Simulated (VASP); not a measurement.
Here is a VASP 6.6.1 calculation.

INCAR

```
SYSTEM = GaN
  PREC = Accurate
  ENCUT = 600
  EDIFF = 1E-6
  ISMEAR = -1
  SIGMA = 0.05
  LREAL = .False.
  LASPH = .True.
  NELM = 120
  ALGO = Normal
  ISIF = 2
  LWAVE = .False.
  LCHARG = .False.
  GGA = LIBXC
  LIBXC1 = GGA_X_B88
  LIBXC2 = GGA_C_PBE
  NBANDS = 16
  GGA_COMPAT = .False.
```

The input KPOINTS:

```
regular mesh
0
Gamma
  10 10 10
  0 0 0
```

The input POSCAR:

```
GaN
1.0
    0.0000000000      2.2230441631      2.2230441631
    2.2230441631      0.0000000000      2.2230441631
    2.2230441631      2.2230441631      0.0000000000
Ga N
1 1
Direct
    0.0000000000      0.0000000000      0.0000000000
    0.2500000000      0.2500000000      0.2500000000
```

Potentials or basis: VASP PAW PBE potentials, release 64 (Ga_d, N).

Run with:

```console
$ cat potpaw_PBE.64/Ga_d/POTCAR potpaw_PBE.64/N/POTCAR > POTCAR
$ mpirun -np 1 vasp_std > vasp.out
```

Predict the pressure.

13.1 GPa.

What does it give for the band gap on the k mesh?

1.99 eV.

Caveat: the cell stands under pressure; the PAW data sets were made with another functional, which shifts forces and pressure a little.
